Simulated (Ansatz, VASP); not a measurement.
CdS in VASP and in Ansatz

File POSCAR:

```
CdS
1.0
    4.2611695877      0.0000000000      0.0000000000
   -2.1305847939      3.6902811128      0.0000000000
    0.0000000000      0.0000000000      5.8041729400
Cd S
1 1
Direct
    0.0000000000      0.0000000000      0.4426919200
    0.6666666667      0.3333333333      0.4343080800
```

The input INCAR.step1:

```
PREC     = Accurate       # precision mode
ENCUT    = 520            # plane-wave cutoff, eV
EDIFF    = 1E-5           # SCF threshold, eV
ISMEAR   = -1             # smearing method
SIGMA    = 0.05           # smearing width, eV
LREAL    = False          # projectors in reciprocal space
LASPH    = True           # aspherical terms in the spheres
NELM     = 80             # most SCF steps
ALGO     = Normal         # electronic algorithm
ISIF     = 2              # what is computed and relaxed
LWAVE    = True           # write WAVECAR
LCHARG   = False          # write CHGCAR
NBANDS   = 16             # bands
GGA      = PE             # functional
```

The input INCAR.step2:

```
PREC     = Accurate       # precision mode
ENCUT    = 520            # plane-wave cutoff, eV
EDIFF    = 1E-6           # SCF threshold, eV
ISMEAR   = -1             # smearing method
SIGMA    = 0.05           # smearing width, eV
LREAL    = False          # projectors in reciprocal space
LASPH    = True           # aspherical terms in the spheres
NELM     = 80             # most SCF steps
ALGO     = Normal         # electronic algorithm
ISIF     = 2              # what is computed and relaxed
LWAVE    = False          # write WAVECAR
LCHARG   = False          # write CHGCAR
GGA      = PE             # functional
LHFCALC  = True           # exact exchange
AEXX     = 0.25           # exact-exchange fraction
HFSCREEN = 0.2            # screening, 1/A
PRECFOCK = Normal       
NBANDS   = 16             # bands
ISTART   = 1
```

File KPOINTS:

```
Automatic mesh
0
Gamma
  4 4 3
```

input.yaml

```yaml
crystal:
  lattice:
    - [4.2611695877, 0.0, 0.0]
    - [-2.1305847939, 3.6902811128, 0.0]
    - [0.0, 0.0, 5.80417294]
  atoms:
    - { symbol: Cd, position: [0.0, 0.0, 0.44269192] }
    - { symbol: S, position: [0.6666666667, 0.3333333333, 0.43430808] }
hamiltonian:
  xc: { exchange: pbe, correlation: pbe, exx: { coeff: 0.25, omega: 0.2 } }
  pseudopotentials: { kind: paw }
kpoints:
  mp_grid: { grid: [4, 4, 3] }
scf:
  occupations: { method: fermi_dirac, width: 0.05 }
output:
  forces: true
  stress: true
  eigenvalues: true
  write_density: true
  write_potential: true
  elf: true
  volumetric_format: npy
```

Alike in both runs: task single point; functional PBE-based screened hybrid; k mesh 4 × 4 × 3; occupations fermi-dirac, width 0.05 eV; no spin polarisation.

|  | VASP | Ansatz |
| --- | --- | --- |
| version | VASP 6.6.1 | Ansatz 0.2.0 |
| potentials or method | VASP PAW PBE potentials, release 64 (Cd, S) | Ansatz PAW |
| plane-wave cutoff (eV) | 520 | 420 |
| valence electrons in the cell | 18 | 26 |

|  | VASP | Ansatz | Ansatz less VASP |
| --- | --- | --- | --- |
| gap on the k mesh at the Fermi level (eV) | 2.51 | 2.51 | -0.003 |
| least direct gap on the mesh (eV) | 2.51 | 2.51 | -0.003 |
| pressure (GPa) | -0.6 | -0.7 | -0.16 |
| traceless stress, the component that is largest in VASP (GPa) | 0.59 | 0.75 | +0.155 |
| rms of the force components (eV/Å) | 0.009 | 0.010 | +0.0015 |

VASP's potentials were made for PBE, not for PBE-based screened hybrid. Atom by atom the forces differ by 0.002 eV/Å (rms over components). VASP's potentials hold 18 valence electrons a cell and Ansatz's 26, so a difference there can come from the potentials and not from the codes.

The k mesh is coarse, so the values compare programs but aren't converged. Noted on Ansatz's run: odd divisions of the mesh miss points on the zone boundary, where band edges often lie, so the gap on the mesh can be too wide.
